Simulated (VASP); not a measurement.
# Zr2B3 (R-3m) in VASP: notebook

Runs on Zr2B3. Level: PBE. Tasks: single point, relaxation of cell and atoms.

All numbers are computed with VASP 6.6.1; they aren't measurements. Logs are shortened: lines on timing, memory, paths and dates and some standing lists are left out, and cuts for length are marked.

**1. The cell of the first run**

Symmetry: R-3m, No. 166, trigonal system. The conventional cell has a = 3.454 Å, b = 3.454 Å, c = 18.876 Å, α = 90.00°, β = 90.00°, γ = 120.00°. Zr (site symmetry 3m) has 12 B at 2.57 to 3.54 Å and 9 Zr at 3.19 to 3.45 Å within 3.6 Å. Within 2.3 Å of B (site symmetry 2/m) lie 4 B at 1.73 Å.

**2. Single point, PBE**

Input file INCAR:

```
PREC = Accurate ; ENCUT = 520
EDIFF = 1E-6 ; ISMEAR = 0
SIGMA = 0.1 ; LREAL = F
LASPH = T ; NELM = 100
ALGO = Normal ; ISIF = 2
LWAVE = F ; LCHARG = F
GGA = PE ; NBANDS = 24
```

Input file KPOINTS:

```
regular mesh
0
Gamma
  12 12 12
```

Input file POSCAR:

```
Zr2B3
1.0
    1.7268082892      0.9969732306      6.2919739454
   -1.7268082892      0.9969732306      6.2919739454
    0.0000000000     -1.9939464612      6.2919739454
Zr B
2 3
Direct
    0.3993760902      0.3993760902      0.3993760902
    0.6006239098      0.6006239098      0.6006239098
    0.0000000000      0.5000000000      0.0000000000
    0.0000000000      0.0000000000      0.5000000000
    0.5000000000      0.0000000000      0.0000000000
```

Potentials or basis: VASP PAW PBE potentials, release 64 (Zr_sv, B).

On the command line:

```
> cat potpaw_PBE.64/Zr_sv/POTCAR potpaw_PBE.64/B/POTCAR > POTCAR
> mpirun -np 1 vasp_std > vasp.out
```

OUTCAR:

```text
PREC = Accurate
   ENCUT = 520
   EDIFF = 1E-6
   ISMEAR = 0
   LREAL = F
   LASPH = T
   NELM = 100
   ISIF = 2
   GGA = PE

 ion  position               nearest neighbor table
   1  0.399  0.399  0.399-   3 2.57   5 2.57   3 2.57   5 2.57   4 2.57   4 2.57   2 3.19   2 3.19
                             2 3.19   2 3.80
   2  0.601  0.601  0.601-   5 2.57   3 2.57   3 2.57   5 2.57   4 2.57   4 2.57   1 3.19   1 3.19
                             1 3.19   1 3.80
   3  0.000  0.500  0.000-   4 1.73   4 1.73   5 1.73   5 1.73   1 2.57   2 2.57   1 2.57   2 2.57

   4  0.000  0.000  0.500-   3 1.73   5 1.73   3 1.73   5 1.73   1 2.57   2 2.57   1 2.57   2 2.57

   5  0.500  0.000  0.000-   4 1.73   4 1.73   3 1.73   3 1.73   1 2.57   2 2.57   1 2.57   2 2.57

  LATTYP: Found a trigonal (rhomboedric) cell.
 ALAT       =     6.6003604917
 COS(alpha) =     0.8631064667

  Lattice vectors:

 A1 = (   1.7268082892,   0.9969732306,   6.2919739454)
 A2 = (  -1.7268082892,   0.9969732306,   6.2919739454)
 A3 = (   0.0000000000,  -1.9939464612,   6.2919739454)

Analysis of symmetry for initial positions (statically):
=====================================================================
 Subroutine PRICEL returns:
 Original cell was already a primitive cell.

 Routine SETGRP: Setting up the symmetry group for a
 trigonal (rhombohedral) supercell.

 Subroutine GETGRP returns: Found 12 space group operations
 (whereof 12 operations were pure point group operations)
 out of a pool of 12 trial point group operations.

The static configuration has the point symmetry D_3d.

Analysis of symmetry for dynamics (positions and initial velocities):
=====================================================================
 Subroutine PRICEL returns:
 Original cell was already a primitive cell.

 Routine SETGRP: Setting up the symmetry group for a
 trigonal (rhombohedral) supercell.

 Subroutine GETGRP returns: Found 12 space group operations
 (whereof 12 operations were pure point group operations)
 out of a pool of 12 trial point group operations.

The dynamic configuration has the point symmetry D_3d.

 Subroutine INISYM returns: Found 12 space group operations
 (whereof 12 operations are pure point group operations),
 and found     1 'primitive' translations

----------------------------------------------------------------------------------------

                                     Primitive cell

  volume of cell :      64.9929

  direct lattice vectors                    reciprocal lattice vectors
     1.726808289  0.996973231  6.291973945     0.289551540  0.167172660  0.052977545
    -1.726808289  0.996973231  6.291973945    -0.289551540  0.167172660  0.052977545
     0.000000000 -1.993946461  6.291973945     0.000000000 -0.334345320  0.052977545

  length of vectors
     6.600360492  6.600360492  6.600360492     0.338516488  0.338516488  0.338516488

  position of ions in fractional coordinates (direct lattice)
     0.399376090  0.399376090  0.399376090
     0.600623910  0.600623910  0.600623910
     0.000000000  0.500000000  1.000000000
     1.000000000  1.000000000  0.500000000
     0.500000000  0.000000000  1.000000000

  ion indices of the primitive-cell ions
   primitive index   ion index
                 1           1
                 2           2
                 3           3
                 4           4
                 5           5

----------------------------------------------------------------------------------------

 KPOINTS: regular mesh

Automatic generation of k-mesh.
 Grid dimensions read from file:
 generate k-points for:   12   12   12

 Generating k-lattice:

  Cartesian coordinates                     Fractional coordinates (reciprocal lattice)
     0.024129295  0.013931055  0.004414795     0.083333333  0.000000000 -0.000000000
    -0.024129295  0.013931055  0.004414795     0.000000000  0.083333333 -0.000000000
     0.000000000 -0.027862110  0.004414795    -0.000000000 -0.000000000  0.083333333

  Length of vectors
     0.028209707  0.028209707  0.028209707

  Shift w.r.t. Gamma in fractional coordinates (k-lattice)
     0.000000000  0.000000000  0.000000000

 Subroutine IBZKPT returns following result:
 ===========================================

 Found    189 irreducible k-points:

 Following reciprocal coordinates:
            Coordinates               Weight
  0.000000  0.000000  0.000000      1.000000
  0.083333  0.000000  0.000000      6.000000
  0.166667  0.000000  0.000000      6.000000
  0.250000  0.000000 -0.000000      6.000000
  0.333333  0.000000 -0.000000      6.000000
  0.416667  0.000000 -0.000000      6.000000
[... 16 lines left out ...]
  0.500000  0.166667 -0.000000     12.000000
 -0.416667  0.166667  0.000000     12.000000
 [... further k-points ...]
   k-points           NKPTS =    189   k-points in BZ     NKDIM =    189   number of bands    NBANDS=     24
   number of dos      NEDOS =    301   number of ions     NIONS =      5
   total plane-waves  NPLWV = 125000
   dimension x,y,z NGX =    50 NGY =   50 NGZ =   50
   dimension x,y,z NGXF=   100 NGYF=  100 NGZF=  100
   ions per type =               2   3
   NGX,Y,Z   is equivalent  to a cutoff of  12.59, 12.59, 12.59 a.u.
   NGXF,Y,Z  is equivalent  to a cutoff of  25.19, 25.19, 25.19 a.u.
 SYSTEM =  unknown system
   PREC   = accura    normal or accurate (medium, high low for compatibility)
   ISTART =      0    job   : 0-new  1-cont  2-samecut
   ICHARG =      2    charge: 1-file 2-atom 10-const
   ISPIN  =      1    spin polarized calculation?
   LNONCOLLINEAR =      F non collinear calculations
   LSORBIT =      F    spin-orbit coupling
   LASPH  =      T    aspherical Exc in radial PAW
   ENCUT  =  520.0 eV  38.22 Ry    6.18 a.u.  12.27 12.27 12.27*2*pi/ulx,y,z
   NELM   =    100;   NELMIN=  2; NELMDL= -5     # of ELM steps
   EDIFF  = 0.1E-05   stopping-criterion for ELM
   LREAL  =      F    real-space projection
   EDIFFG = 0.1E-04   stopping-criterion for IOM
   NSW    =      0    number of steps for IOM
   IBRION =     -1    ionic relax: 0-MD 1-quasi-New 2-CG
   NFREE  =      0    steps in history (QN), initial steepest desc. (CG)
   ISIF   =      2    stress and relaxation
   ISYM   =      2    0-nonsym 1-usesym 2-fastsym
   POTIM  = 0.5000    time-step for ionic-motion
   TEBEG  =    0.0;   TEEND  =   0.0 temperature during run
   PSTRESS=    0.0 pullay stress
   NELECT =      33.0000    total number of electrons
   NUPDOWN=      -1.0000    fix difference up-down
   EMIN   =  10.00;   EMAX   =-10.00  energy-range for DOS
   EFERMI =   0.00;   METHOD = LEGACY
   ISMEAR =     0;   SIGMA  =   0.10  broadening in eV -4-tet -1-fermi 0-gaus
   EFERMI_NEDOS =   21; number of points for ismear=-14 and -15
   IALGO  =     38    algorithm
   IMIX   =      4    mixing-type and parameters
     AMIX     =   0.40;   BMIX     =  1.00
     AMIX_MAG =   1.60;   BMIX_MAG =  1.00
  volume/ion in A,a.u.               =      13.00        87.72
  Fermi-wavevector in a.u.,A,eV,Ry     =   1.306043  2.468064 23.208123  1.705749
  Thomas-Fermi vector in A             =   2.436872
   LORBIT       =      0    0 simple, 1 ext, 2 COOP (PROOUT), +10 PAW based schemes
   GGA     = PE    functional components
   LHFCALC =     F    Hartree Fock is set to
   AEXX    =    0.0000 exact exchange contribution
   IVDW    =     0    specifies the selected vdW correction
   LEPSILON=     F    determine dielectric tensor
   LRPA    =     F    only Hartree local field effects (RPA)
 non-spin polarized calculation
 Gauss-broadening in eV      SIGMA  =   0.10
  energy-cutoff  :      520.00
  volume of cell :       64.99
 maximum number of plane-waves:      1775
 NGX is ok and might be reduce to    50
   NGX = 25   NGY = 25   NGZ = 25

 number of electron      33.0000000 magnetization

 Free energy of the ion-electron system (eV)
  ---------------------------------------------------
  ext. energy  EPLUGINS =         0.00000000
  ---------------------------------------------------
  free energy    TOTEN  =       -37.86431275 eV

  energy without entropy =      -37.84900568  energy(sigma->0) =      -37.85665922

 E-fermi :   8.8463     XC(G=0): -11.5118

 val. band max:        8.8450669484   @ k =   0.5000   0.1667   0.0833
 cond. band min:       8.8475706125   @ k =  -0.3333   0.1667   0.0833
 fundamental gap:      0.0025036642
 Fermi energy:         8.8462603261

 k-point     1 :       0.0000    0.0000    0.0000
  band No.  band energies     occupation
      1     -39.9432      2.00000
      2     -39.8688      2.00000
      3     -18.3642      2.00000
      4     -17.8357      2.00000
      5     -17.7826      2.00000
      6     -17.7826      2.00000
[... 16 lines left out ...]
     23      13.8925      0.00000
     24      13.8926      0.00000

 k-point     2 :       0.0833    0.0000    0.0000
  band No.  band energies     occupation
      1     -39.9395      2.00000
      2     -39.8674      2.00000
      3     -18.3531      2.00000
      4     -17.8688      2.00000
      5     -17.7910      2.00000
      6     -17.7790      2.00000
[... 16 lines left out ...]
     23      13.6924      0.00000
     24      13.9155      0.00000

 k-point     3 :       0.1667    0.0000    0.0000
  band No.  band energies     occupation
      1     -39.9294      2.00000
      2     -39.8636      2.00000
      3     -18.3227      2.00000
      4     -17.9461      2.00000
      5     -17.8132      2.00000
      6     -17.8111      2.00000
[... 16 lines left out ...]
     23      13.1208      0.00000
     24      14.1019      0.00000
[... 514 lines left out ...]
 k-point    23 :       0.5000    0.1667   -0.0000
  band No.  band energies     occupation
      1     -39.8807      2.00000
      2     -39.8551      2.00000
      3     -18.2192      2.00000
      4     -18.1896      2.00000
      5     -18.0001      2.00000
      6     -17.9297      2.00000
[... 16 lines left out ...]
     23      13.3503      0.00000
     24      13.7464      0.00000

 k-point    24 :      -0.4167    0.1667    0.0000
  band No.  band energies     occupation
      1     -39.8759      2.00000
      2     -39.8554      2.00000
      3     -18.2251      2.00000
      4     -18.2027      2.00000
      5     -17.9918      2.00000
      6     -17.9563      2.00000
[... 16 lines left out ...]
     23      12.9229      0.00000
     24      13.4350      0.00000

 [... further k-points ...]

------------------------ aborting loop because EDIFF is reached ----------------------------------------

  FORCE on cell =-STRESS in cart. coord.  units (eV):
  Direction    XX          YY          ZZ          XY          YZ          ZX
  --------------------------------------------------------------------------------------
  -------------------------------------------------------------------------------------
  Total        0.0173532      0.0173532      0.0171363      0.0000000      0.0000000      0.0000000
  in kB        0.4277848      0.4277848      0.4224370      0.0000000      0.0000000      0.0000000
  external PRESSURE =       0.4260022 kB  Pullay stress =       0.0000000 kB

 VOLUME and BASIS-vectors are now :
 -----------------------------------------------------------------------------
  energy-cutoff  :      520.00
  volume of cell :       64.99
      direct lattice vectors                 reciprocal lattice vectors
     1.726808289  0.996973231  6.291973945     0.289551540  0.167172660  0.052977545
    -1.726808289  0.996973231  6.291973945    -0.289551540  0.167172660  0.052977545
     0.000000000 -1.993946461  6.291973945     0.000000000 -0.334345320  0.052977545

 POSITION                                       TOTAL-FORCE (eV/Angst)
 -----------------------------------------------------------------------------------
      0.00000      0.00000      7.53859         0.000000      0.000000     -0.011600
      0.00000      0.00000     11.33733         0.000000     -0.000000      0.011600
     -0.86340      0.49849      3.14599        -0.000000      0.000000      0.000000
      0.00000     -0.99697      3.14599         0.000000      0.000000      0.000000
      0.86340      0.49849      3.14599        -0.000000      0.000000     -0.000000
 -----------------------------------------------------------------------------------
    total drift:                               -0.000000     -0.000000      0.000000

  FREE ENERGIE OF THE ION-ELECTRON SYSTEM (eV)
  ---------------------------------------------------
  free  energy   TOTEN  =       -37.8643127548 eV

  energy  without entropy=      -37.8490056767  energy(sigma->0) =      -37.85665922
```

Run time: 6.3 min. Hardware: 1 thread of Intel Xeon 6975P-C (Granite Rapids), shared host; peak memory 0.51 GiB.

What came out:

```
Free energy            : -37.8643 eV
Pressure               : 0.0 GPa
Largest force          : 0.012 eV/Å
Band gap on the k mesh : zero (an odd number of electrons rules out a gap without spin polarisation)
```

Forces on the atoms (eV/Å):
```
Zr   0.000  0.000 -0.012
Zr   0.000  0.000  0.012
B    0.000  0.000  0.000
B    0.000  0.000  0.000
B    0.000  0.000  0.000
```

**3. Relaxation of cell and atoms, PBE**

This run uses another cell than the first one, of 12.94 Å³/atom.

Input file INCAR:

```
  PREC = Accurate
  ENCUT = 600
  EDIFF = 1E-6
  ISMEAR = 0
  SIGMA = 0.1
  LREAL = False
  LASPH = True
  NELM = 100
  ALGO = Normal
  ISIF = 3
  LWAVE = False
  LCHARG = False
  GGA = PE
  IBRION = 2
  NSW = 100
  EDIFFG = -0.01
```

Input file KPOINTS:

```
Automatic mesh
0
Gamma
  12 12 12
```

Input file POSCAR:

```
Zr2B3
1.0
    1.7180839446      0.9919362279      6.3282588284
   -1.7180839446      0.9919362279      6.3282588284
    0.0000000000     -1.9838724558      6.3282588284
Zr B
2 3
Direct
    0.3984329219      0.3984329219      0.3984329219
    0.6015670781      0.6015670781      0.6015670781
    0.0000000000      0.5000000000      0.0000000000
    0.0000000000      0.0000000000      0.5000000000
    0.5000000000      0.0000000000      0.0000000000
```

Potentials or basis: VASP PAW PBE potentials, release 64 (Zr_sv, B).

On the command line:

```
> cat potpaw_PBE.64/Zr_sv/POTCAR potpaw_PBE.64/B/POTCAR > POTCAR
> mpirun -np 1 vasp_std > vasp.out
```

Wall time 23 min (1 thread of Intel Xeon 6975P-C (Granite Rapids), shared host); peak memory 0.6 GiB.

Results (log left out):

| Item | Value |
| --- | --- |
| Free energy | -37.8665 eV |
| Relaxed volume | 13.00 Å³/atom |
| Relaxed cell | a = 6.601 Å, b = 6.601 Å, c = 6.601 Å, α = 30.33°, β = 30.33°, γ = 30.33° |
| Space group after relaxing (to 0.1 Å) | R-3m (No. 166) |
| Energy gained by relaxing | 1.2 meV/atom |
| Ionic steps | 6 |
| Pressure after relaxing | 0.1 GPa |
| Band gap on the k mesh | zero (an odd number of electrons rules out a gap without spin polarisation) |

Forces on the atoms (eV/Å):
```
Zr   0.000  0.000  0.003
Zr   0.000  0.000 -0.003
B    0.000  0.000  0.000
B    0.000  0.000  0.000
B    0.000  0.000  0.000
```

The path:
| step | energy change (eV) | largest force (eV/Å) | pressure (GPa) | volume (Å³) |
| --- | --- | --- | --- | --- |
| 1 | 0.0000 | 0.1693 | 0.50 | 64.71 |
| 2 | -0.0046 | 0.1077 | -0.37 | 65.09 |
| 3 | -0.0048 | 0.0948 | -0.60 | 65.19 |
| 4 | -0.0055 | 0.0218 | 0.43 | 64.84 |
| 5 | -0.0057 | 0.0168 | 0.08 | 64.95 |
| 6 | -0.0058 | 0.0028 | 0.05 | 65.00 |

Final structure:
```
CELL_PARAMETERS angstrom
1.72679 0.99696 6.29253
-1.72679 0.99696 6.29253
0.00000 -1.99393 6.29253
ATOMIC_POSITIONS crystal
Zr 0.39932 0.39932 0.39932
Zr 0.60068 0.60068 0.60068
B 0.00000 0.50000 0.00000
B 0.00000 0.00000 0.50000
B 0.50000 0.00000 0.00000
```

Levels at points of the mesh, in eV from the Fermi level:
| k point | band 12 | band 13 | band 14 | band 15 | band 16 | band 17 | band 18 | band 19 | band 20 |
| --- | --- | --- | --- | --- | --- | --- | --- | --- | --- |
| (0.00, 0.00, 0.00) | -3.67 | -3.67 | -3.25 | -0.64 | -0.40 | -0.40 | 0.07 | 0.07 | 0.30 |
| (0.50, 0.00, 0.00) | -4.47 | -4.34 | -3.43 | -0.95 | -0.90 | 0.18 | 0.99 | 1.56 | 3.32 |
| (0.50, 0.50, 0.00) | -4.56 | -4.46 | -3.54 | -1.29 | -0.43 | 0.64 | 1.34 | 2.57 | 2.65 |
| (0.50, 0.50, 0.50) | -3.76 | -3.76 | -2.46 | -1.27 | -0.54 | -0.54 | 0.31 | 0.31 | 1.52 |
